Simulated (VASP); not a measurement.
# Si16Ge (a cell with a defect) in VASP: further runs, part 2 of 2

VASP 6.6.1.

## (4) Single point, PBEsol

Contents of INCAR:

```
SYSTEM = Si16Ge
ALGO = Normal
EDIFF = 1E-7
ENCUT = 520
GGA = PS
ISIF = 2
ISMEAR = 0
LASPH = .TRUE.
LCHARG = .FALSE.
LREAL = Auto
LWAVE = .FALSE.
NBANDS = 53
NELM = 80
PREC = Accurate
SIGMA = 0.02
```

Contents of KPOINTS:

```
k-points
0
G
  2 2 2
  0 0 0
```

Contents of POSCAR:

```
Si16Ge
1.0
    0.0000000000      5.4300000000      5.4300000000
    5.4300000000      0.0000000000      5.4300000000
    5.4300000000      5.4300000000      0.0000000000
Si Ge
16 1
Direct
    0.0235821363     -0.0078572744     -0.0081784530
    0.1291114180      0.1258114180      0.1255443831
   -0.0051127993      0.0101225599      0.4970426335
    0.1285096685      0.1259109576      0.6190827808
   -0.0048212707      0.4974827808      0.0096391344
    0.1289583794      0.6193263352      0.1256370166
   -0.0051334254      0.4971120626      0.4968435543
    0.1028160221      0.6321983425      0.6315069982
    0.5001903315      0.0072674954      0.0067286372
    0.6513618785      0.1160974217      0.1157979742
    0.5000131676      0.0068579190      0.4855778085
    0.6141382136      0.1471603131      0.6195159300
    0.5002704420      0.4855940147      0.0068949355
    0.6140226519      0.6199213628      0.1470331492
    0.4666202578      0.5108585635      0.5107084715
    0.6145148250      0.6185385820      0.6189026703
    0.7114013812      0.7625306630      0.7625518416
```

Potentials or basis: VASP PAW PBE potentials, release 64 (Si, Ge_d).

Command:

```bash
> cat potpaw_PBE.64/Si/POTCAR potpaw_PBE.64/Ge_d/POTCAR > POTCAR
> mpirun -np 1 vasp_std > vasp.out
```

OUTCAR:

```text
SYSTEM = Si16Ge
   EDIFF = 1E-7
   ENCUT = 520
   GGA = PS
   ISIF = 2
   ISMEAR = 0
   LASPH = .TRUE.
   LREAL = Auto
   NELM = 80
   PREC = Accurate

 ion  position               nearest neighbor table
   1  0.024  0.992  0.992-  10 2.33   4 2.34   6 2.34   2 2.34
   2  0.129  0.126  0.126-   9 2.33   3 2.33   5 2.33   1 2.34
   3  0.995  0.010  0.497-   4 2.33   2 2.33   8 2.37  12 2.39  17 2.89
   4  0.129  0.126  0.619-   7 2.33   3 2.33  11 2.33   1 2.34
   5  0.995  0.497  0.010-   6 2.33   2 2.33   8 2.37  14 2.39  17 2.89
   6  0.129  0.619  0.126-   7 2.33  13 2.33   5 2.33   1 2.34
   7  0.995  0.497  0.497-   4 2.33   6 2.33   8 2.37  16 2.39  17 2.89
   8  0.103  0.632  0.632-  15 2.28   7 2.37   3 2.37   5 2.37  17 2.45
   9  0.500  0.007  0.007-  10 2.32   2 2.33  12 2.43  14 2.43  17 2.67
  10  0.651  0.116  0.116-   9 2.32  13 2.32  11 2.33   1 2.33
  11  0.500  0.007  0.486-  10 2.33   4 2.33  16 2.44  12 2.44  17 2.66
  12  0.614  0.147  0.620-  15 2.29   3 2.39  17 2.42   9 2.43  11 2.44
  13  0.500  0.486  0.007-  10 2.32   6 2.33  16 2.43  14 2.44  17 2.66
  14  0.614  0.620  0.147-  15 2.29   5 2.39  17 2.42   9 2.43  13 2.44
[... 211 lines left out ...]
      1     -18.2696      2.00000
      2     -18.2670      2.00000
      3     -18.2668      2.00000
      4     -18.2532      2.00000
      5     -18.2530      2.00000
      6      -6.5929      2.00000
[... 421 lines left out ...]
     50      10.2047      0.00000
     51      10.2874      0.00000
 [bands above 51 left out]

------------------------ aborting loop because EDIFF is reached ----------------------------------------

  FORCE on cell =-STRESS in cart. coord.  units (eV):
  Direction    XX          YY          ZZ          XY          YZ          ZX
  --------------------------------------------------------------------------------------
  -------------------------------------------------------------------------------------
  Total        9.1910187      8.8369376      8.9637910      0.1122294     -0.1558914      0.0852565
  in kB       45.9880241     44.2163498     44.8510711      0.5615489     -0.7800156      0.4265879
  external PRESSURE =      45.0184816 kB  Pullay stress =       0.0000000 kB

 VOLUME and BASIS-vectors are now :
 -----------------------------------------------------------------------------
  energy-cutoff  :      520.00
  volume of cell :      320.21
      direct lattice vectors                 reciprocal lattice vectors
     0.000000000  5.430000000  5.430000000    -0.092081031  0.092081031  0.092081031
     5.430000000  0.000000000  5.430000000     0.092081031 -0.092081031  0.092081031
     5.430000000  5.430000000  0.000000000     0.092081031  0.092081031 -0.092081031

 POSITION                                       TOTAL-FORCE (eV/Angst)
 -----------------------------------------------------------------------------------
     10.77293      5.51364      5.51539         0.051182     -0.048820     -0.050936
      1.36486      1.38278      1.38423         0.003509     -0.029821     -0.027153
      2.75391      8.10118      5.45720        -0.009628      0.011355     -0.007523
      4.04532      4.05943      1.38150         0.032557     -0.003055     -0.028771
      2.75367      5.45616      8.10515        -0.009783     -0.012091      0.009472
      4.04515      1.38245      4.06319         0.032185     -0.031347     -0.006789
[... 9 lines left out ...]
      6.71931      6.69746      6.69548         0.031210      0.018283      0.013673
      8.28120      8.00357      8.00345        -0.102504      0.095207      0.101341
 -----------------------------------------------------------------------------------
    total drift:                               -0.001654      0.004649      0.006118

  FREE ENERGIE OF THE ION-ELECTRON SYSTEM (eV)
  ---------------------------------------------------
  free  energy   TOTEN  =       -92.7112378386 eV

  energy  without entropy=      -92.7086791339  energy(sigma->0) =      -92.70995849
```

stdout:

```text
POSCAR found type information on POSCAR SiGe
 POSCAR found :  2 types and      17 ions
 scaLAPACK will be used
 -----------------------------------------------------------------------------
|                                                                             |
|                                                                             |
|     You enforced a specific xc type in the INCAR file but a different       |
|     I HOPE YOU KNOW WHAT YOU ARE DOING!                                     |
|                                                                             |
 -----------------------------------------------------------------------------

 LDA part: xc-table for (Slater+PW92), standard interpolation
 POSCAR, INCAR and KPOINTS ok, starting setup
 FFT: planning ... GRIDC
 FFT: planning ... GRID_SOFT
 FFT: planning ... GRID
 WAVECAR not read
 entering main loop
```

It took 2.4 min on 1 thread of Intel Xeon 6975P-C (Granite Rapids), shared host; peak memory 0.49 GiB.

Results:

- Free energy: -92.7112 eV
- Pressure: 4.5 GPa
- Largest force: 0.173 eV/Å
- Band gap on the k mesh: zero (band 39 reaches 6.85 eV, above the bottom of band 40 at 6.59 eV)

Forces in eV/Å, atoms in the order of the input:
```
Si   0.051 -0.049 -0.051
Si   0.004 -0.030 -0.027
Si  -0.010  0.011 -0.008
Si   0.033 -0.003 -0.029
Si  -0.010 -0.012  0.009
Si   0.032 -0.031 -0.007
Si   0.009  0.008  0.008
Si  -0.073  0.068  0.067
Si  -0.010 -0.034 -0.037
Si   0.047 -0.049 -0.052
Si   0.034  0.009 -0.036
Si  -0.006  0.021 -0.040
Si   0.037 -0.036  0.010
Si  -0.011 -0.039  0.020
Si  -0.056  0.054  0.056
Si   0.031  0.018  0.014
Ge  -0.103  0.095  0.101
```

Stress tensor (GPa, compression positive):
```
 4.60  0.06  0.04
 0.06  4.42 -0.08
 0.04 -0.08  4.49
```

Caveat: the k points lie up to 0.50 Å⁻¹ apart; the PAW data sets were made with another functional, which shifts forces and pressure a little.
